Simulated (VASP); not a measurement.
Au:

```
Au
1.0
     0.00000    2.04000    2.04000
     2.04000    0.00000    2.04000
     2.04000    2.04000    0.00000
Au
1
Direct
  0.00000 0.00000 0.00000
```

| Quantity | Value |
| --- | --- |
| Program | VASP 6.6.1 |
| Task | relaxation of cell and atoms |
| Functional | PBE |
| Potentials or basis | VASP PAW PBE potentials, release 64 (Au) |
| Cutoff | 600 eV |
| k mesh | 34 × 34 × 34 |
| Occupations | gaussian, width 0.1 eV |
| Spin | no spin polarisation |

At the start: pressure 9.1 GPa; volume 16.98 Å³/atom.

Task: How do energy, volume and symmetry change on relaxing?

Result: Over 4 steps the energy falls by 25.6 meV/atom and the volume is 17.94 Å³/atom (+5.7 %); space group Fm-3m (No. 225, to 0.1 Å) before and after.

Step by step:
| step | energy change (eV) | largest force (eV/Å) | pressure (GPa) | volume (Å³) |
| --- | --- | --- | --- | --- |
| 1 | 0.0000 | 0.0000 | 9.11 | 16.98 |
| 2 | 0.0211 | 0.0000 | -8.91 | 19.46 |
| 3 | -0.0256 | 0.0000 | -0.15 | 17.96 |
| 4 | -0.0256 | 0.0000 | 0.01 | 17.94 |

Final structure:
```xyz
1
Lattice="0.0000 2.0778 2.0778 2.0778 0.0000 2.0778 2.0778 2.0778 0.0000" Properties=species:S:1:pos:R:3 pbc="T T T"
Au    0.0000    0.0000    0.0000
```
